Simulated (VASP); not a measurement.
# Sb in VASP: single point with PBEsol

Aim: the single point of Sb with PBEsol.

Everything below comes from runs of VASP 6.6.1. Logs are shortened: lines on timing, memory, paths and dates and some standing lists are left out, and cuts for length are marked.

## 1. The cell of the first run

The cell holds a sheet with vacuum, 2 atoms: a = 4.042 Å, b = 4.042 Å, c = 27.100 Å, α = 90.00°, β = 90.00°, γ = 120.00°.

## 2. Single point, PBEsol

Input file INCAR:

```
SYSTEM = Sb
PREC     = Accurate       ! precision mode
ENCUT    = 400            ! plane-wave cutoff, eV
EDIFF    = 1E-6           ! SCF threshold, eV
ISMEAR   = 0              ! smearing method
SIGMA    = 0.03           ! smearing width, eV
LREAL    = .FALSE.        ! projectors in reciprocal space
LASPH    = .TRUE.         ! aspherical terms in the spheres
NELM     = 120            ! most SCF steps
ALGO     = Normal         ! electronic algorithm
ISIF     = 2              ! what is computed and relaxed
LWAVE    = .FALSE.        ! write WAVECAR
LCHARG   = .FALSE.        ! write CHGCAR
LDIPOL   = .TRUE.       
IDIPOL   = 3            
DIPOL    = 0.5 0.5 0.289
GGA      = PS             ! functional
NBANDS   = 22             ! bands
GGA_COMPAT= .FALSE.      
NELMDL   = -8
```

Input file KPOINTS:

```
regular mesh
0
G
  12 12 1
  0 0 0
```

Input file POSCAR:

```
Sb
1.0
    4.0418344024      0.0000000000      0.0000000000
   -2.0209172012      3.5003312703      0.0000000000
    0.0000000000      0.0000000000     27.1000000030
Sb
2
Direct
    0.3333333333      0.6666666667      0.2585835370
    0.6666666667      0.3333333333      0.3189072378
```

Potentials or basis: VASP PAW PBE potentials, release 64 (Sb_d_GW).

The run is started by

```sh
$ cat potpaw_PBE.64/Sb_d_GW/POTCAR > POTCAR
$ mpirun -np 1 vasp_std > vasp.out
```

OUTCAR:

```text
SYSTEM = Sb
   PREC = Accurate
   ENCUT = 400
   EDIFF = 1E-6
   ISMEAR = 0
   LREAL = .FALSE.
   LASPH = .TRUE.
   NELM = 120
   ISIF = 2
   GGA = PS
   NELMDL = -8

 ion  position               nearest neighbor table
   1  0.333  0.667  0.259-   2 2.85   2 2.85   2 2.85
   2  0.667  0.333  0.319-   1 2.85   1 2.85   1 2.85

  LATTYP: Found a hexagonal cell.
 ALAT       =     4.0418344024
 C/A-ratio  =     6.7048763767

  Lattice vectors:

 A1 = (   4.0418344024,   0.0000000000,   0.0000000000)
 A2 = (  -2.0209172012,   3.5003312703,   0.0000000000)
 A3 = (   0.0000000000,   0.0000000000,  27.1000000030)

Analysis of symmetry for initial positions (statically):
=====================================================================
 Subroutine PRICEL returns:
 Original cell was already a primitive cell.

 Routine SETGRP: Setting up the symmetry group for a
 hexagonal supercell.

 Subroutine GETGRP returns: Found 12 space group operations
 (whereof  6 operations were pure point group operations)
 out of a pool of 24 trial point group operations.

The static configuration has the point symmetry C_3v.
 The point group associated with its full space group is D_3d.

Analysis of symmetry for dynamics (positions and initial velocities):
=====================================================================
 Subroutine PRICEL returns:
 Original cell was already a primitive cell.

 Routine SETGRP: Setting up the symmetry group for a
 hexagonal supercell.

 Subroutine GETGRP returns: Found 12 space group operations
 (whereof  6 operations were pure point group operations)
 out of a pool of 24 trial point group operations.

The dynamic configuration has the point symmetry C_3v.
 The point group associated with its full space group is D_3d.

 Subroutine INISYM returns: Found 12 space group operations
 (whereof  6 operations are pure point group operations),
 and found     1 'primitive' translations

----------------------------------------------------------------------------------------

                                     Primitive cell

  volume of cell :     383.4043

  direct lattice vectors                    reciprocal lattice vectors
     4.041834402  0.000000000  0.000000000     0.247412412  0.142843623  0.000000000
    -2.020917201  3.500331270  0.000000000     0.000000000  0.285687246  0.000000000
     0.000000000  0.000000000 27.100000003     0.000000000  0.000000000  0.036900369

  length of vectors
[... 80 lines left out ...]
   IBRION =     -1    ionic relax: 0-MD 1-quasi-New 2-CG
   NFREE  =      0    steps in history (QN), initial steepest desc. (CG)
   ISIF   =      2    stress and relaxation
   ISYM   =      2    0-nonsym 1-usesym 2-fastsym
   POTIM  = 0.5000    time-step for ionic-motion
   TEBEG  =    0.0;   TEEND  =   0.0 temperature during run
   PSTRESS=    0.0 pullay stress
   NELECT =      30.0000    total number of electrons
   NUPDOWN=      -1.0000    fix difference up-down
   EMIN   =  10.00;   EMAX   =-10.00  energy-range for DOS
   EFERMI =   0.00;   METHOD = LEGACY
   ISMEAR =     0;   SIGMA  =   0.03  broadening in eV -4-tet -1-fermi 0-gaus
   EFERMI_NEDOS =   21; number of points for ismear=-14 and -15
   IALGO  =     38    algorithm
   IMIX   =      4    mixing-type and parameters
     AMIX     =   0.40;   BMIX     =  1.00
     AMIX_MAG =   1.60;   BMIX_MAG =  1.00
  volume/ion in A,a.u.               =     191.70      1293.67
  Fermi-wavevector in a.u.,A,eV,Ry     =   0.700212  1.323209  6.670895  0.490297
  Thomas-Fermi vector in A             =   1.784303
   LORBIT       =      0    0 simple, 1 ext, 2 COOP (PROOUT), +10 PAW based schemes
   GGA     = PS    functional components
   LHFCALC =     F    Hartree Fock is set to
   AEXX    =    0.0000 exact exchange contribution
   IVDW    =     0    specifies the selected vdW correction
   LEPSILON=     F    determine dielectric tensor
   LRPA    =     F    only Hartree local field effects (RPA)
 non-spin polarized calculation
 Gauss-broadening in eV      SIGMA  =   0.03
  energy-cutoff  :      400.00
  volume of cell :      383.40
 maximum number of plane-waves:      7073
 NGX is ok and might be reduce to    28
   NGX = 13   NGY = 13   NGZ = 89

 dipolmoment           0.000000      0.000000     -0.000000 electrons x Angstroem

 number of electron      29.9999981 magnetization

 dipolmoment           0.000000      0.000000      0.000000 electrons x Angstroem

 Free energy of the ion-electron system (eV)
  ---------------------------------------------------
  ext. energy  EPLUGINS =         0.00000000
  ---------------------------------------------------
  free energy    TOTEN  =        -8.79673359 eV

  energy without entropy =       -8.79673359  energy(sigma->0) =       -8.79673359

 E-fermi :  -3.0553     XC(G=0):  -2.0908

 val. band max:       -3.2882252829   @ k =   0.0000   0.0000   0.0000
 cond. band min:      -2.1353626929   @ k =   0.3333  -0.0000   0.0000
 fundamental gap:      1.1528625900
 Fermi energy:        -3.0552944192

 k-point     1 :       0.0000    0.0000    0.0000
  band No.  band energies     occupation
      1     -31.8921      2.00000
      2     -31.8921      2.00000
      3     -31.8076      2.00000
      4     -31.8076      2.00000
      5     -31.7646      2.00000
      6     -31.6867      2.00000
[... 464 lines left out ...]
     21       4.1442      0.00000
     22       4.6044      0.00000

------------------------ aborting loop because EDIFF is reached ----------------------------------------

 vacuum level on the upper side and lower side of the slab       (xc-potential included)        -0.009        -0.009

  FORCE on cell =-STRESS in cart. coord.  units (eV):
  Direction    XX          YY          ZZ          XY          YZ          ZX
  --------------------------------------------------------------------------------------
  -------------------------------------------------------------------------------------
  Total       -0.1206491     -0.1206491     -0.1232319      0.0000000      0.0000000      0.0000000
  in kB       -0.5041709     -0.5041709     -0.5149641      0.0000000      0.0000000      0.0000000
  external PRESSURE =      -0.5077686 kB  Pullay stress =       0.0000000 kB

 VOLUME and BASIS-vectors are now :
 -----------------------------------------------------------------------------
  energy-cutoff  :      400.00
  volume of cell :      383.40
      direct lattice vectors                 reciprocal lattice vectors
     4.041834402  0.000000000  0.000000000     0.247412412  0.142843623  0.000000000
    -2.020917201  3.500331270  0.000000000     0.000000000  0.285687246  0.000000000
     0.000000000  0.000000000 27.100000003     0.000000000  0.000000000  0.036900369

 POSITION                                       TOTAL-FORCE (eV/Angst)
 -----------------------------------------------------------------------------------
     -0.00000      2.33355      7.00761        -0.000000      0.000000      0.002056
      2.02092      1.16678      8.64239         0.000000      0.000000     -0.002056
 -----------------------------------------------------------------------------------
    total drift:                                0.000000     -0.000000      0.000096

  FREE ENERGIE OF THE ION-ELECTRON SYSTEM (eV)
  ---------------------------------------------------
  free  energy   TOTEN  =        -8.7967335941 eV

  energy  without entropy=       -8.7967335941  energy(sigma->0) =       -8.79673359

 vacuum level on the upper side and lower side of the slab         1.473         1.473
```

OSZICAR:

```text
N       E                     dE             d eps       ncg     rms          rms(c)
DAV:   1     0.290081531445E+03    0.29008E+03   -0.11102E+04  1184   0.660E+03
DAV:   2     0.825253671464E+02   -0.20756E+03   -0.19551E+03  1488   0.150E+03
DAV:   3     0.255390240820E+01   -0.79971E+02   -0.79630E+02  1622   0.321E+02
[... 15 lines left out ...]
DAV:  19    -0.879671697581E+01   -0.23149E-04   -0.13846E-06   900   0.264E-02    0.779E-04
DAV:  20    -0.879672459641E+01   -0.76206E-05   -0.32094E-07   944   0.214E-02    0.296E-04
DAV:  21    -0.879673102834E+01   -0.64319E-05   -0.34932E-07   822   0.100E-02    0.265E-04
DAV:  22    -0.879673259554E+01   -0.15672E-05   -0.18336E-07   796   0.227E-02    0.211E-04
DAV:  23    -0.879673359408E+01   -0.99854E-06   -0.73958E-08   738   0.142E-02
   1 F= -.87967336E+01 E0= -.87967336E+01  d E =-.154727E-29
```

stdout:

```text
POSCAR found type information on POSCAR Sb
 POSCAR found :  1 types and       2 ions
 scaLAPACK will be used
 -----------------------------------------------------------------------------
|                                                                             |
|                                                                             |
|     You enforced a specific xc type in the INCAR file but a different       |
|     I HOPE YOU KNOW WHAT YOU ARE DOING!                                     |
|                                                                             |
 -----------------------------------------------------------------------------

 LDA part: xc-table for (Slater+PW92), standard interpolation
 POSCAR, INCAR and KPOINTS ok, starting setup
 FFT: planning ... GRIDC
 FFT: planning ... GRID_SOFT
 FFT: planning ... GRID
 WAVECAR not read
 entering main loop
```

Wall time 2.9 min (1 thread of AMD EPYC 7R13 (Zen 3), shared host); peak memory 0.38 GiB.

Results:

- Free energy: -8.7967 eV
- Band gap on the k mesh: 1.15 eV (least direct gap 1.68 eV)

Forces in eV/Å, atoms in the order of the input:
```
Sb   0.000  0.000  0.002
Sb   0.000  0.000 -0.002
```

Caveat: the PAW data sets were made with another functional, which shifts forces and pressure a little; spin-orbit coupling is left out, which moves the levels of the heavy elements.
